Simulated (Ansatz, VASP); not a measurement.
**One calculation of Be, two programs**

File INCAR:

```
SYSTEM = Be
ALGO = Normal
EDIFF = 1E-8
ENCUT = 520
GGA = PS
ISIF = 2
ISMEAR = -1
LASPH = .True.
LCHARG = .False.
LEFG = .True.
LREAL = .False.
LWAVE = .False.
NBANDS = 9
NELM = 60
PREC = Accurate
SIGMA = 0.15
```

KPOINTS

```
k-points
0
Gamma
  21 21 12
  0 0 0
```

Contents of POSCAR:

```
Be
1.0
    2.2560263256      0.0000000000      0.0000000000
   -1.1280131628      1.9537761096      0.0000000000
    0.0000000000      0.0000000000      3.5564376308
Be
2
Direct
    0.3333333333      0.6666666667      0.2500000000
    0.6666666667      0.3333333333      0.7500000000
```

Input for Ansatz:

```yaml
crystal:
  lattice:
    - [2.2560263256, 0.0, 0.0]
    - [-1.1280131628, 1.9537761096, 0.0]
    - [0.0, 0.0, 3.5564376308]
  atoms:
    - { symbol: Be, position: [0.3333333333, 0.6666666667, 0.25] }
    - { symbol: Be, position: [0.6666666667, 0.3333333333, 0.75] }
basis:
  ecutwfc: 420
kpoints:
  mp_grid: { grid: [21, 21, 12] }
hamiltonian:
  xc: pbesol
scf:
  occupations: { method: fermi_dirac, width: 0.15 }
output:
  forces: true
  stress: true
  eigenvalues: true
  efg: {}
checkpoint:
  read: start.run
  write: ck
  compress: false
  write_wavefunctions: false
  write_every: 100000
```

Alike in both runs: task electric field gradients; functional PBEsol; k mesh 21 × 21 × 12; occupations fermi-dirac, width 0.15 eV; no spin polarisation.

```csv
,VASP,Ansatz
version,VASP 6.6.1,Ansatz 0.2.0
potentials or method,"VASP PAW PBE potentials, release 64 (Be), cutoff 520 eV","scalar-relativistic, plane waves, PAW"
valence electrons in the cell,4,4
```

```tsv
	VASP	Ansatz	Ansatz less VASP
gap on the k mesh at the Fermi level (eV)	none	none	-
pressure (GPa)	0.4	0.0	-0.38
traceless stress, the component that is largest in VASP (GPa)	0.05	0.00	-0.050
size of Vzz on the site where it differs most (V/Å²)	0.6	0.3	-0.23
```

VASP's potentials were made for PBE, not for PBEsol. A gap of «none» marks a metal or a gap that the smearing closes.
